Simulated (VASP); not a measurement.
# Ga8N7F (a cell with a defect) in VASP: single point with PBEsol

Aim: the single point of Ga8N7F (a cell with a defect) with PBEsol.

Everything below comes from runs of VASP 6.6.1. Logs are shortened: lines on timing, memory, paths and dates and some standing lists are left out, and cuts for length are marked.

## 1. The cell of the first run

The cell holds a defect, 16 atoms: a = 6.365 Å, b = 5.513 Å, c = 5.186 Å, α = 90.00°, β = 90.00°, γ = 90.00°.

## 2. Single point, PBEsol, collinear spin, ferromagnetic start

Contents of INCAR:

```
PREC = Accurate
ENCUT = 520
EDIFF = 1E-6
ISMEAR = -1
SIGMA = 0.05
LREAL = False
LASPH = True
NELM = 200
ALGO = Normal
ISIF = 2
LWAVE = False
LCHARG = False
ISPIN = 2
MAGMOM = 0.5 0.5 0.5 0.5 0.5 0.5 0.5 0.5 0.5 0.5 0.5 0.5 0.5 0.5 0.5 0.5
LORBIT = 11
GGA = PS
NBANDS = 91
GGA_COMPAT = False
```

Contents of KPOINTS:

```
Automatic mesh
0
Gamma
  3 3 3
```

Contents of POSCAR:

```
Ga8N7F
1.0
    6.3654920000      0.0000000000      0.0000000000
    0.0000000000      5.5126780000      0.0000000000
    0.0000000000      0.0000000000      5.1856180000
Ga N F
8 7 1
Direct
    0.2505830000      0.1748370000      0.5044310000
    0.9947420000      0.6741210000      0.5027300000
    0.7534080000      0.1698180000      0.5023000000
    0.5067380000      0.6482840000      0.5060130000
    0.9916710000      0.3349680000      0.9995600000
    0.5059370000      0.3382460000      0.9945220000
    0.2470700000      0.8320250000      0.9864540000
    0.7558240000      0.8274850000      0.9978920000
    0.9988790000      0.3382160000      0.3920070000
    0.2658550000      0.8462890000      0.3714560000
    0.7402880000      0.8296930000      0.3721970000
    0.2511890000      0.1609530000      0.8774960000
    0.9896030000      0.6608140000      0.8939760000
    0.7540390000      0.1582620000      0.8755100000
    0.4921440000      0.6734970000      0.8729230000
    0.4948270000      0.3404150000      0.3602080000
```

Potentials or basis: VASP PAW PBE potentials, release 64 (Ga_d, N, F).

Run with:

```
$ cat potpaw_PBE.64/Ga_d/POTCAR potpaw_PBE.64/N/POTCAR potpaw_PBE.64/F/POTCAR > POTCAR
$ mpirun -np 1 vasp_std > vasp.out
```

OUTCAR:

```text
PREC = Accurate
   ENCUT = 520
   EDIFF = 1E-6
   ISMEAR = -1
   LREAL = False
   LASPH = True
   NELM = 200
   ISIF = 2
   ISPIN = 2
   LORBIT = 11
   GGA = PS

 ion  position               nearest neighbor table
   1  0.251  0.175  0.504-   9 1.93  12 1.94  10 1.94  16 1.95
   2  0.995  0.674  0.503-   9 1.94  11 1.95  13 2.03  10 2.08
   3  0.753  0.170  0.502-   9 1.91  14 1.94  11 1.99  16 2.03
   4  0.507  0.648  0.506-  16 1.86  15 1.91  11 1.92  10 2.01
   5  0.992  0.335  1.000-  13 1.88  14 1.91  12 2.01   9 2.04
   6  0.506  0.338  0.995-  16 1.90  15 1.95  14 1.96  12 1.99
[... 8 lines left out ...]
  15  0.492  0.673  0.873-   7 1.88   4 1.91   6 1.95   8 1.99
  16  0.495  0.340  0.360-   4 1.86   6 1.90   1 1.95   3 2.03

  LATTYP: Found a simple orthorhombic cell.
 ALAT       =     5.1856180000
 B/A-ratio  =     1.0630705926
 C/A-ratio  =     1.2275281365

  Lattice vectors:

 A1 = (   0.0000000000,   0.0000000000,  -5.1856180000)
 A2 = (   0.0000000000,   5.5126780000,   0.0000000000)
 A3 = (   6.3654920000,   0.0000000000,   0.0000000000)

Analysis of symmetry for initial positions (statically):
=====================================================================
 Subroutine PRICEL returns:
 Original cell was already a primitive cell.

 Routine SETGRP: Setting up the symmetry group for a
 simple orthorhombic supercell.

 Subroutine GETGRP returns: Found  1 space group operations
 (whereof  1 operations were pure point group operations)
 out of a pool of  8 trial point group operations.

The static configuration has the point symmetry C_1 .

Analysis of symmetry for dynamics (positions and initial velocities):
=====================================================================
 Subroutine PRICEL returns:
 Original cell was already a primitive cell.

 Routine SETGRP: Setting up the symmetry group for a
 simple orthorhombic supercell.

 Subroutine GETGRP returns: Found  1 space group operations
 (whereof  1 operations were pure point group operations)
 out of a pool of  8 trial point group operations.

The dynamic configuration has the point symmetry C_1 .

Analysis of structural, dynamic, and magnetic symmetry:
=====================================================================
 Subroutine PRICEL returns:
 Original cell was already a primitive cell.

 Routine SETGRP: Setting up the symmetry group for a
 simple orthorhombic supercell.

 Subroutine GETGRP returns: Found  1 space group operations
[... 163 lines left out ...]
  ext. energy  EPLUGINS =         0.00000000
  ---------------------------------------------------
  free energy    TOTEN  =       -95.42474853 eV

  energy without entropy =      -95.42467358  energy(sigma->0) =      -95.42471106

 E-fermi :   8.2411     XC(G=0): -11.9545

 val. band max:        7.8002373788   @ k =   0.3333   0.3333   0.0000
 cond. band min:       8.6188745432   @ k =   0.0000   0.0000   0.3333
 fundamental gap:      0.8186371644
 Fermi energy:         8.2410920750

 spin component 1

 k-point     1 :       0.0000    0.0000    0.0000
  band No.  band energies     occupation
      1     -21.7107      1.00000
      2     -10.6554      1.00000
      3      -9.9074      1.00000
      4      -9.8914      1.00000
      5      -9.7884      1.00000
      6      -9.7164      1.00000
[... 1221 lines left out ...]
     84      12.4320      0.00000
     85      12.7106      0.00000
 Fermi energy:         8.2410920750

 spin component 2

 k-point     1 :       0.0000    0.0000    0.0000
  band No.  band energies     occupation
      1     -21.7107      1.00000
      2     -10.6554      1.00000
      3      -9.9074      1.00000
      4      -9.8914      1.00000
      5      -9.7884      1.00000
      6      -9.7164      1.00000
[... 1221 lines left out ...]
     84      12.4320      0.00000
     85      12.7106      0.00000
 [bands above 85 left out]

------------------------ aborting loop because EDIFF is reached ----------------------------------------

  FORCE on cell =-STRESS in cart. coord.  units (eV):
  Direction    XX          YY          ZZ          XY          YZ          ZX
  --------------------------------------------------------------------------------------
  -------------------------------------------------------------------------------------
  Total        9.2350767     10.2183050     12.5189079     -0.8826122      0.4764790     -1.1839038
  in kB       81.3122472     89.9692959    110.2254560     -7.7711521      4.1952634    -10.4239389
  external PRESSURE =      93.8356664 kB  Pullay stress =       0.0000000 kB

 VOLUME and BASIS-vectors are now :
 -----------------------------------------------------------------------------
  energy-cutoff  :      520.00
  volume of cell :      181.97
      direct lattice vectors                 reciprocal lattice vectors
     6.365492000  0.000000000  0.000000000     0.157097048  0.000000000  0.000000000
     0.000000000  5.512678000  0.000000000     0.000000000  0.181400038  0.000000000
     0.000000000  0.000000000  5.185618000     0.000000000  0.000000000  0.192841046

 POSITION                                       TOTAL-FORCE (eV/Angst)
 -----------------------------------------------------------------------------------
      1.59508      0.96382      2.61579        -1.815434     -1.564774      0.835343
      6.33202      3.71621      2.60697         0.781518      0.192560     -0.176338
      4.79581      0.93615      2.60474         1.127349     -1.403438      0.609135
      3.22564      3.57378      2.62399        -0.608493      3.982110      0.767876
      6.31247      1.84657      5.18334         1.012389     -0.864885      0.791936
      3.22054      1.86464      5.15721        -0.370374     -0.489771     -3.195117
[... 8 lines left out ...]
      3.13274      3.71277      4.52665         1.009183     -0.599712      0.457573
      3.14982      1.87660      1.86790        -0.283742     -0.982854     -0.945869
 -----------------------------------------------------------------------------------
    total drift:                               -0.000370     -0.000736      0.000193

  FREE ENERGIE OF THE ION-ELECTRON SYSTEM (eV)
  ---------------------------------------------------
  free  energy   TOTEN  =       -95.4247485277 eV

  energy  without entropy=      -95.4246735841  energy(sigma->0) =      -95.42471106

 total charge

# of ion       s       p       d       tot
------------------------------------------
    1        0.830   0.867  10.161  11.858
    2        0.792   0.837  10.145  11.774
    3        0.846   0.849  10.139  11.835
    4        0.820   0.877  10.180  11.877
    5        0.791   0.898  10.179  11.868
    6        0.817   0.835  10.157  11.808
[... 8 lines left out ...]
   15        1.230   2.514   0.000   3.744
   16        1.827   4.321   0.000   6.147
--------------------------------------------------
tot         16.916  28.836  81.370 127.122

 magnetization (x)

# of ion       s       p       d       tot
------------------------------------------
    1        0.000   0.000  -0.000   0.000
    2       -0.000   0.000  -0.000  -0.000
    3       -0.000   0.000  -0.000  -0.000
    4        0.000   0.000  -0.000   0.000
    5        0.000   0.000   0.000   0.000
    6       -0.000  -0.000  -0.000  -0.000
[... 8 lines left out ...]
   15        0.000  -0.000   0.000  -0.000
   16        0.000   0.000   0.000   0.000
--------------------------------------------------
tot          0.000  -0.000  -0.000  -0.000
```

OSZICAR:

```text
N       E                     dE             d eps       ncg     rms          rms(c)
DAV:   1     0.211583368354E+04    0.21158E+04   -0.59152E+04  5766   0.302E+03
DAV:   2     0.438344417749E+03   -0.16775E+04   -0.15672E+04  5096   0.851E+02
DAV:   3    -0.485554997590E+02   -0.48690E+03   -0.45976E+03  6297   0.283E+02
DAV:   4    -0.104711891853E+03   -0.56156E+02   -0.54914E+02  5980   0.996E+01
DAV:   5    -0.108754032546E+03   -0.40421E+01   -0.39995E+01  7128   0.267E+01    0.232E+01
DAV:   6    -0.946119930167E+02    0.14142E+02   -0.45515E+01  8712   0.588E+01    0.685E+00
DAV:   7    -0.955983985263E+02   -0.98641E+00   -0.10389E+01  5888   0.152E+01    0.540E+00
DAV:   8    -0.954779413902E+02    0.12046E+00   -0.78377E-01  6768   0.129E+01    0.328E+00
DAV:   9    -0.954531964412E+02    0.24745E-01   -0.52903E-01  7256   0.552E+00    0.125E+00
DAV:  10    -0.954218060800E+02    0.31390E-01   -0.17148E-01  7304   0.472E+00    0.399E-01
DAV:  11    -0.954238361140E+02   -0.20300E-02   -0.28182E-02  6224   0.175E+00    0.179E-01
DAV:  12    -0.954245402629E+02   -0.70415E-03   -0.64397E-03  6136   0.867E-01    0.897E-02
DAV:  13    -0.954246630765E+02   -0.12281E-03   -0.17954E-03  6576   0.781E-01    0.349E-02
DAV:  14    -0.954247098632E+02   -0.46787E-04   -0.72609E-04  6496   0.301E-01    0.151E-02
DAV:  15    -0.954247402550E+02   -0.30392E-04   -0.33299E-04  7072   0.138E-01    0.138E-02
DAV:  16    -0.954247452269E+02   -0.49719E-05   -0.74080E-05  5712   0.112E-01    0.900E-03
DAV:  17    -0.954247485743E+02   -0.33474E-05   -0.37459E-05  7528   0.368E-02    0.523E-03
DAV:  18    -0.954247485277E+02    0.46606E-07   -0.30203E-06  4384   0.165E-02
   1 F= -.95424749E+02 E0= -.95424711E+02  d E =-.749436E-04  mag=     0.0001
```

Wall time 13 min (1 thread of AMD EPYC 7R43 (Zen 3), shared host); peak memory 0.47 GiB.

Results:

```yaml
Free_energy: -95.4247 eV
Pressure: 9.4 GPa
Largest_force: 4.101 eV/Å
Band_gap_on_the_k_mesh: 0.82 eV
Net_moment: 0.00 μB per cell
Valence_electrons_inside_the_program's_atomic_spheres: Ga 11.86, 11.77, 11.84, 11.88, 11.87, 11.81, 11.92, 11.96; N 3.72, 3.67, 3.76, 3.74 (each value once); F 6.15
```

Forces on the atoms (eV/Å):
```
Ga  -1.815 -1.565  0.835
Ga   0.782  0.193 -0.176
Ga   1.127 -1.403  0.609
Ga  -0.608  3.982  0.768
Ga   1.012 -0.865  0.792
Ga  -0.370 -0.490 -3.195
Ga  -0.183  0.150  1.323
Ga  -1.729  0.722  0.643
N    0.464  0.120 -1.058
N   -1.142 -0.958  0.324
N    0.956  0.422  0.422
N   -0.385  0.981  0.352
N    1.352  0.183 -1.552
N   -0.186  0.110  0.401
N    1.009 -0.600  0.458
F   -0.284 -0.983 -0.946
```

Caveat: the PAW data sets were made with another functional, which shifts forces and pressure a little.
